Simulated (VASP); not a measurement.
# AlN (Fm-3m) in VASP: notebook

AlN is run at these levels: PBEsol, r2SCAN; tasks: single point, relaxation of cell and atoms.

Program: VASP 6.6.1. These are calculated values, not measurements. Logs are shortened: lines on timing, memory, paths and dates and some standing lists are left out, and cuts for length are marked.

## Step 1: The cell of the first run

Symmetry: Fm-3m, No. 225, cubic system. Conventional cell: a = 4.045 Å, b = 4.045 Å, c = 4.045 Å, α = 90.00°, β = 90.00°, γ = 90.00°. Al (site symmetry m-3m) has 6 N at 2.02 Å within 2.7 Å. N (site symmetry m-3m) has 6 Al at 2.02 Å within 2.7 Å.

## Step 2: Single point, PBEsol

File INCAR:

```
SYSTEM = AlN
  PREC = Accurate
  ENCUT = 520
  EDIFF = 1E-6
  ISMEAR = 0
  SIGMA = 0.02
  LREAL = .FALSE.
  LASPH = .TRUE.
  NELM = 80
  ALGO = Normal
  ISIF = 2
  LWAVE = .FALSE.
  LCHARG = .FALSE.
  GGA = PS
  NBANDS = 11
```

File KPOINTS:

```
Automatic mesh
0
G
  10 10 10
  0 0 0
```

File POSCAR:

```
AlN
1.0
    0.0000000000      2.0226211034      2.0226211034
    2.0226211034      0.0000000000      2.0226211034
    2.0226211034      2.0226211034      0.0000000000
Al N
1 1
Direct
    0.0000000000      0.0000000000      0.0000000000
    0.5000000000      0.5000000000      0.5000000000
```

Potentials or basis: VASP PAW PBE potentials, release 64 (Al, N).

The run is started by

```
$ cat potpaw_PBE.64/Al/POTCAR potpaw_PBE.64/N/POTCAR > POTCAR
$ mpirun -np 1 vasp_std > vasp.out
```

OUTCAR:

```text
SYSTEM = AlN
   PREC = Accurate
   ENCUT = 520
   EDIFF = 1E-6
   ISMEAR = 0
   LREAL = .FALSE.
   LASPH = .TRUE.
   NELM = 80
   ISIF = 2
   GGA = PS

 ion  position               nearest neighbor table
   1  0.000  0.000  0.000-   2 2.02   2 2.02   2 2.02   2 2.02   2 2.02   2 2.02
   2  0.500  0.500  0.500-   1 2.02   1 2.02   1 2.02   1 2.02   1 2.02   1 2.02

  LATTYP: Found a face centered cubic cell.
 ALAT       =     4.0452422068

  Lattice vectors:

 A1 = (   0.0000000000,   2.0226211034,   2.0226211034)
 A2 = (   2.0226211034,   0.0000000000,   2.0226211034)
 A3 = (   2.0226211034,   2.0226211034,   0.0000000000)

Analysis of symmetry for initial positions (statically):
=====================================================================
 Subroutine PRICEL returns:
 Original cell was already a primitive cell.

 Routine SETGRP: Setting up the symmetry group for a
 face centered cubic supercell.

 Subroutine GETGRP returns: Found 48 space group operations
[... 9 lines left out ...]

 Routine SETGRP: Setting up the symmetry group for a
 face centered cubic supercell.

 Subroutine GETGRP returns: Found 48 space group operations
[... 11 lines left out ...]
                                     Primitive cell

  volume of cell :      16.5491

  direct lattice vectors                    reciprocal lattice vectors
     0.000000000  2.022621103  2.022621103    -0.247203987  0.247203987  0.247203987
     2.022621103  0.000000000  2.022621103     0.247203987 -0.247203987  0.247203987
     2.022621103  2.022621103  0.000000000     0.247203987  0.247203987 -0.247203987

  length of vectors
     2.860418196  2.860418196  2.860418196     0.428169865  0.428169865  0.428169865

  position of ions in fractional coordinates (direct lattice)
     0.000000000  0.000000000  0.000000000
     0.500000000  0.500000000  0.500000000

  ion indices of the primitive-cell ions
   primitive index   ion index
                 1           1
                 2           2

----------------------------------------------------------------------------------------

 KPOINTS: Automatic mesh

Automatic generation of k-mesh.
 Grid dimensions read from file:
 generate k-points for:   10   10   10

 Generating k-lattice:

  Cartesian coordinates                     Fractional coordinates (reciprocal lattice)
    -0.024720399  0.024720399  0.024720399     0.100000000  0.000000000  0.000000000
     0.024720399 -0.024720399  0.024720399     0.000000000  0.100000000  0.000000000
     0.024720399  0.024720399 -0.024720399     0.000000000  0.000000000  0.100000000
[... 58 lines left out ...]
   LREAL  =      F    real-space projection
   EDIFFG = 0.1E-04   stopping-criterion for IOM
   NSW    =      0    number of steps for IOM
   IBRION =     -1    ionic relax: 0-MD 1-quasi-New 2-CG
   NFREE  =      0    steps in history (QN), initial steepest desc. (CG)
   ISIF   =      2    stress and relaxation
   ISYM   =      2    0-nonsym 1-usesym 2-fastsym
   POTIM  = 0.5000    time-step for ionic-motion
   TEBEG  =    0.0;   TEEND  =   0.0 temperature during run
   PSTRESS=    0.0 pullay stress
   NELECT =       8.0000    total number of electrons
   NUPDOWN=      -1.0000    fix difference up-down
   EMIN   =  10.00;   EMAX   =-10.00  energy-range for DOS
   EFERMI =   0.00;   METHOD = LEGACY
   ISMEAR =     0;   SIGMA  =   0.02  broadening in eV -4-tet -1-fermi 0-gaus
   EFERMI_NEDOS =   21; number of points for ismear=-14 and -15
   IALGO  =     38    algorithm
   IMIX   =      4    mixing-type and parameters
     AMIX     =   0.40;   BMIX     =  1.00
     AMIX_MAG =   1.60;   BMIX_MAG =  1.00
  volume/ion in A,a.u.               =       8.27        55.84
  Fermi-wavevector in a.u.,A,eV,Ry     =   1.284834  2.427984 22.460470  1.650798
  Thomas-Fermi vector in A             =   2.417004
   LORBIT       =      0    0 simple, 1 ext, 2 COOP (PROOUT), +10 PAW based schemes
   GGA     = PS    functional components
   LHFCALC =     F    Hartree Fock is set to
   AEXX    =    0.0000 exact exchange contribution
   IVDW    =     0    specifies the selected vdW correction
   LEPSILON=     F    determine dielectric tensor
   LRPA    =     F    only Hartree local field effects (RPA)
 non-spin polarized calculation
 Gauss-broadening in eV      SIGMA  =   0.02
  energy-cutoff  :      520.00
  volume of cell :       16.55
 maximum number of plane-waves:       459
 NGX is ok and might be reduce to    24
   NGX = 11   NGY = 11   NGZ = 11

 number of electron       7.9999999 magnetization

 Free energy of the ion-electron system (eV)
  ---------------------------------------------------
  ext. energy  EPLUGINS =         0.00000000
  ---------------------------------------------------
  free energy    TOTEN  =       -15.44890369 eV

  energy without entropy =      -15.44890369  energy(sigma->0) =      -15.44890369

 E-fermi :  10.0604     XC(G=0): -12.4456

 val. band max:        9.8676317940   @ k =   0.0000   0.0000   0.0000
 cond. band min:      14.4087280478   @ k =   0.5000   0.5000   0.0000
 fundamental gap:      4.5410962538
 Fermi energy:        10.0604457704

 k-point     1 :       0.0000    0.0000    0.0000
  band No.  band energies     occupation
      1      -7.6693      2.00000
      2       9.8676      2.00000
      3       9.8676      2.00000
      4       9.8676      2.00000
      5      15.5165      0.00000
      6      21.8890      0.00000
      7      21.8890      0.00000
      8      21.8890      0.00000
      9      26.9641      0.00000
     10      27.5450      0.00000
     11      27.5450      0.00000
[... 309 lines left out ...]
 k-point    24 :       0.4000    0.3000    0.0000
  band No.  band energies     occupation
      1      -4.6317      2.00000
      2       3.9906      2.00000
      3       7.0442      2.00000
      4       7.5690      2.00000
      5      15.9195      0.00000
      6      16.6679      0.00000
      7      21.9884      0.00000
      8      25.3662      0.00000
      9      26.1252      0.00000
     10      31.5799      0.00000
     11      34.4930      0.00000

 [... further k-points ...]
[... 5 lines left out ...]
  --------------------------------------------------------------------------------------
  -------------------------------------------------------------------------------------
  Total       -0.0096221     -0.0096221     -0.0096221      0.0000000     -0.0000000      0.0000000
  in kB       -0.9315507     -0.9315507     -0.9315507      0.0000000     -0.0000000      0.0000000
  external PRESSURE =      -0.9315507 kB  Pullay stress =       0.0000000 kB

 VOLUME and BASIS-vectors are now :
 -----------------------------------------------------------------------------
  energy-cutoff  :      520.00
  volume of cell :       16.55
      direct lattice vectors                 reciprocal lattice vectors
     0.000000000  2.022621103  2.022621103    -0.247203987  0.247203987  0.247203987
     2.022621103  0.000000000  2.022621103     0.247203987 -0.247203987  0.247203987
     2.022621103  2.022621103  0.000000000     0.247203987  0.247203987 -0.247203987

 POSITION                                       TOTAL-FORCE (eV/Angst)
 -----------------------------------------------------------------------------------
      0.00000      0.00000      0.00000        -0.000000      0.000000      0.000000
      2.02262      2.02262      2.02262         0.000000     -0.000000     -0.000000
 -----------------------------------------------------------------------------------
    total drift:                               -0.000000     -0.000000      0.000000

  FREE ENERGIE OF THE ION-ELECTRON SYSTEM (eV)
  ---------------------------------------------------
  free  energy   TOTEN  =       -15.4489036887 eV

  energy  without entropy=      -15.4489036887  energy(sigma->0) =      -15.44890369
```

OSZICAR:

```text
N       E                     dE             d eps       ncg     rms          rms(c)
DAV:   1     0.982953176675E+01    0.98295E+01   -0.40690E+03  1058   0.629E+02
DAV:   2    -0.163148970832E+02   -0.26144E+02   -0.25207E+02  1252   0.137E+02
DAV:   3    -0.170594045581E+02   -0.74451E+00   -0.74279E+00  1268   0.221E+01
DAV:   4    -0.170624046312E+02   -0.30001E-02   -0.29999E-02  1154   0.149E+00
DAV:   5    -0.170624303394E+02   -0.25708E-04   -0.25708E-04  1226   0.132E-01    0.728E+00
DAV:   6    -0.154894694755E+02    0.15730E+01   -0.67366E+00  1133   0.136E+01    0.272E+00
DAV:   7    -0.154625204923E+02    0.26949E-01   -0.15630E-01  1148   0.286E+00    0.175E+00
DAV:   8    -0.154491870657E+02    0.13333E-01   -0.13595E-02  1088   0.104E+00    0.343E-01
DAV:   9    -0.154488849525E+02    0.30211E-03   -0.13192E-03  1199   0.217E-01    0.156E-01
DAV:  10    -0.154489069079E+02   -0.21955E-04   -0.65505E-05  1177   0.597E-02    0.362E-02
DAV:  11    -0.154489039117E+02    0.29962E-05   -0.74263E-06  1121   0.160E-02    0.594E-03
DAV:  12    -0.154489036887E+02    0.22304E-06   -0.25666E-07   592   0.437E-03
   1 F= -.15448904E+02 E0= -.15448904E+02  d E =-.146132E-44
```

It took 11 s on 1 thread of AMD EPYC 9R45 (Zen 5), shared host; peak memory 0.1 GiB.

Results:

- Free energy: -15.4489 eV
- Pressure: -0.1 GPa
- Band gap on the k mesh: 4.54 eV, indirect (least direct gap 5.65 eV)

Caveat: the PAW data sets were made with another functional, which shifts forces and pressure a little. A k mesh can miss the band edges.

## Step 3: Relaxation of cell and atoms, PBEsol

This run uses another cell than the first one, of 8.42 Å³/atom, 1.018 times its volume.

File INCAR:

```
SYSTEM = AlN
  PREC = Accurate
  ENCUT = 600
  EDIFF = 1E-6
  ISMEAR = 0
  SIGMA = 0.02
  LREAL = .False.
  LASPH = .True.
  NELM = 60
  ALGO = Normal
  ISIF = 3
  LWAVE = .False.
  LCHARG = .False.
  GGA = PS
  IBRION = 2
  NSW = 100
  EDIFFG = -0.005
```

File KPOINTS:

```
Automatic mesh
0
Gamma
  10 10 10
  0 0 0
```

File POSCAR:

```
AlN
1.0
    0.0000000000      2.0345180000      2.0345180000
    2.0345180000      0.0000000000      2.0345180000
    2.0345180000      2.0345180000      0.0000000000
Al N
1 1
Direct
    0.0000000000      0.0000000000      0.0000000000
    0.5000000000      0.5000000000      0.5000000000
```

Potentials or basis: VASP PAW PBE potentials, release 64 (Al, N).

The run is started by

```
$ cat potpaw_PBE.64/Al/POTCAR potpaw_PBE.64/N/POTCAR > POTCAR
$ mpirun -np 1 vasp_std > vasp.out
```

Wall time 15 s (1 thread of AMD EPYC 9R45 (Zen 5), shared host); peak memory 0.1 GiB.

The run converged. Its results:

```
Free energy                            : -15.4513 eV
Relaxed volume                         : 8.27 Å³/atom
Relaxed cell                           : a = 2.859 Å, b = 2.859 Å, c = 2.859 Å, α = 60.00°, β = 60.00°, γ = 60.00°
Space group after relaxing (to 0.05 Å) : Fm-3m (No. 225)
Energy gained by relaxing              : 2.3 meV/atom
Ionic steps                            : 3
Pressure after relaxing                : 0.0 GPa
Band gap on the k mesh                 : 4.55 eV, indirect (least direct gap 5.66 eV)
```

Step by step:
```tsv
step	energy change (eV)	largest force (eV/Å)	pressure (GPa)	volume (Å³)
1	0.0000	0.0000	-4.74	16.84
2	-0.0004	0.0000	4.84	16.24
3	-0.0047	0.0000	-0.02	16.53
```

Final structure:
```xyz
2
Lattice="0.0000 2.0220 2.0220 2.0220 0.0000 2.0220 2.0220 2.0220 0.0000" Properties=species:S:1:pos:R:3 pbc="T T T"
Al    0.0000    0.0000    0.0000
N     2.0220    2.0220    2.0220
```

Levels at points of the mesh, in eV from the valence-band top:
```tsv
k point	band 1	band 2	band 3	band 4	band 5	band 6	band 7	band 8
(0.00, 0.00, 0.00)	-17.55	0.00	0.00	0.00	5.66	12.02	12.02	12.02
(0.50, 0.00, 0.00)	-14.25	-8.36	-1.09	-1.09	6.04	10.90	10.90	13.25
(0.50, 0.50, 0.00)	-13.25	-7.45	-2.82	-2.82	4.55	5.14	13.96	17.15
```

Caveat: the PAW data sets were made with another functional, which shifts forces and pressure a little.

## Step 4: Single point, PBEsol

This run uses another cell than the first one, of 8.42 Å³/atom, 1.018 times its volume.

File INCAR:

```
SYSTEM = AlN
  PREC = Accurate
  ENCUT = 600
  EDIFF = 1E-6
  ISMEAR = 0
  SIGMA = 0.1
  LREAL = .False.
  LASPH = .True.
  NELM = 120
  ALGO = Normal
  ISIF = 2
  LWAVE = .False.
  LCHARG = .True.
  GGA = PS
  LELF = .True.
  LVHAR = .True.
  NBANDS = 11
  GGA_COMPAT = .False.
```

File KPOINTS:

```
regular mesh
0
Gamma
  8 8 8
  0 0 0
```

POSCAR is that of step 3.

Potentials or basis: VASP PAW PBE potentials, release 64 (Al, N).

The run is started by

```
$ cat potpaw_PBE.64/Al/POTCAR potpaw_PBE.64/N/POTCAR > POTCAR
$ mpirun -np 1 vasp_std > vasp.out
```

OUTCAR:

```text
SYSTEM = AlN
   PREC = Accurate
   ENCUT = 600
   EDIFF = 1E-6
   ISMEAR = 0
   LREAL = .False.
   LASPH = .True.
   NELM = 120
   ISIF = 2
   GGA = PS

 ion  position               nearest neighbor table
   1  0.000  0.000  0.000-   2 2.03   2 2.03   2 2.03   2 2.03   2 2.03   2 2.03
   2  0.500  0.500  0.500-   1 2.03   1 2.03   1 2.03   1 2.03   1 2.03   1 2.03

  LATTYP: Found a face centered cubic cell.
 ALAT       =     4.0690360000

  Lattice vectors:

 A1 = (   0.0000000000,   2.0345180000,   2.0345180000)
 A2 = (   2.0345180000,   0.0000000000,   2.0345180000)
 A3 = (   2.0345180000,   2.0345180000,   0.0000000000)

Analysis of symmetry for initial positions (statically):
=====================================================================
 Subroutine PRICEL returns:
 Original cell was already a primitive cell.

 Routine SETGRP: Setting up the symmetry group for a
 face centered cubic supercell.

 Subroutine GETGRP returns: Found 48 space group operations
[... 9 lines left out ...]

 Routine SETGRP: Setting up the symmetry group for a
 face centered cubic supercell.

 Subroutine GETGRP returns: Found 48 space group operations
[... 11 lines left out ...]
                                     Primitive cell

[... 141 lines left out ...]
 cond. band min:      14.0161705778   @ k =   0.5000   0.5000   0.0000
 fundamental gap:      4.3741741885
 Fermi energy:        10.1188250005

 k-point     1 :       0.0000    0.0000    0.0000
  band No.  band energies     occupation
      1      -7.7367      2.00000
      2       9.6420      2.00000
      3       9.6420      2.00000
      4       9.6420      2.00000
      5      15.0407      0.00000
      6      21.6070      0.00000
      7      21.6070      0.00000
      8      21.6070      0.00000
      9      26.6344      0.00000
     10      27.1903      0.00000
     11      27.1903      0.00000
[... 309 lines left out ...]
 k-point    24 :      -0.3750    0.2500    0.1250
  band No.  band energies     occupation
      1      -4.0179      2.00000
      2       2.2718      2.00000
      3       5.9722      2.00000
      4       7.6812      2.00000
      5      17.8514      0.00000
      6      17.9624      0.00000
      7      21.6881      0.00000
      8      22.1520      0.00000
      9      27.4534      0.00000
     10      28.3180      0.00000
     11      31.7192      0.00000

 [... further k-points ...]
[... 5 lines left out ...]
  --------------------------------------------------------------------------------------
  -------------------------------------------------------------------------------------
  Total       -0.4967661     -0.4967661     -0.4967661      0.0000000      0.0000000      0.0000000
  in kB      -47.2550215    -47.2550215    -47.2550215      0.0000000      0.0000000      0.0000000
  external PRESSURE =     -47.2550215 kB  Pullay stress =       0.0000000 kB

 VOLUME and BASIS-vectors are now :
 -----------------------------------------------------------------------------
  energy-cutoff  :      600.00
  volume of cell :       16.84
      direct lattice vectors                 reciprocal lattice vectors
     0.000000000  2.034518000  2.034518000    -0.245758455  0.245758455  0.245758455
     2.034518000  0.000000000  2.034518000     0.245758455 -0.245758455  0.245758455
     2.034518000  2.034518000  0.000000000     0.245758455  0.245758455 -0.245758455

 POSITION                                       TOTAL-FORCE (eV/Angst)
 -----------------------------------------------------------------------------------
      0.00000      0.00000      0.00000        -0.000000      0.000000      0.000000
      2.03452      2.03452      2.03452         0.000000     -0.000000     -0.000000
 -----------------------------------------------------------------------------------
    total drift:                               -0.000000     -0.000000      0.000000

  FREE ENERGIE OF THE ION-ELECTRON SYSTEM (eV)
  ---------------------------------------------------
  free  energy   TOTEN  =       -15.4462135148 eV

  energy  without entropy=      -15.4462135148  energy(sigma->0) =      -15.44621351
```

OSZICAR:

```text
N       E                     dE             d eps       ncg     rms          rms(c)
DAV:   1     0.127643682330E+02    0.12764E+02   -0.42914E+03   646   0.704E+02
DAV:   2    -0.161205102743E+02   -0.28885E+02   -0.27732E+02   788   0.154E+02
DAV:   3    -0.170398863954E+02   -0.91938E+00   -0.91736E+00   770   0.248E+01
DAV:   4    -0.170439781066E+02   -0.40917E-02   -0.40914E-02   733   0.179E+00
DAV:   5    -0.170440165232E+02   -0.38417E-04   -0.38416E-04   758   0.169E-01    0.720E+00
DAV:   6    -0.154845237164E+02    0.15595E+01   -0.67963E+00   740   0.142E+01    0.265E+00
DAV:   7    -0.154599767104E+02    0.24547E-01   -0.15501E-01   719   0.286E+00    0.172E+00
DAV:   8    -0.154465368492E+02    0.13440E-01   -0.14782E-02   683   0.118E+00    0.348E-01
DAV:   9    -0.154461932267E+02    0.34362E-03   -0.14354E-03   749   0.240E-01    0.156E-01
DAV:  10    -0.154462175908E+02   -0.24364E-04   -0.84530E-05   720   0.657E-02    0.373E-02
DAV:  11    -0.154462137459E+02    0.38449E-05   -0.10149E-05   722   0.195E-02    0.639E-03
DAV:  12    -0.154462135148E+02    0.23107E-06   -0.34225E-07   388   0.519E-03
   1 F= -.15446214E+02 E0= -.15446214E+02  d E =-.441469E-13
```

stdout:

```text
POSCAR found type information on POSCAR AlN
 POSCAR found :  2 types and       2 ions
 scaLAPACK will be used
 -----------------------------------------------------------------------------
|                                                                             |
|                                                                             |
|     You enforced a specific xc type in the INCAR file but a different       |
|     I HOPE YOU KNOW WHAT YOU ARE DOING!                                     |
|                                                                             |
 -----------------------------------------------------------------------------

 LDA part: xc-table for (Slater+PW92), standard interpolation
 POSCAR, INCAR and KPOINTS ok, starting setup
 FFT: planning ... GRIDC
 FFT: planning ... GRID_SOFT
 FFT: planning ... GRID
 WAVECAR not read
 entering main loop
```

Run time: 4.3 s. Hardware: 1 thread of AMD EPYC 9R45 (Zen 5), shared host; peak memory 0.1 GiB.

Results:

```yaml
Free_energy: -15.4462 eV
Pressure: -4.7 GPa
Band_gap_on_the_k_mesh: 4.37 eV, indirect (least direct gap 5.40 eV)
```

Caveat: the PAW data sets were made with another functional, which shifts forces and pressure a little. A k mesh can miss the band edges.

(Continued in part 2 of 2.)
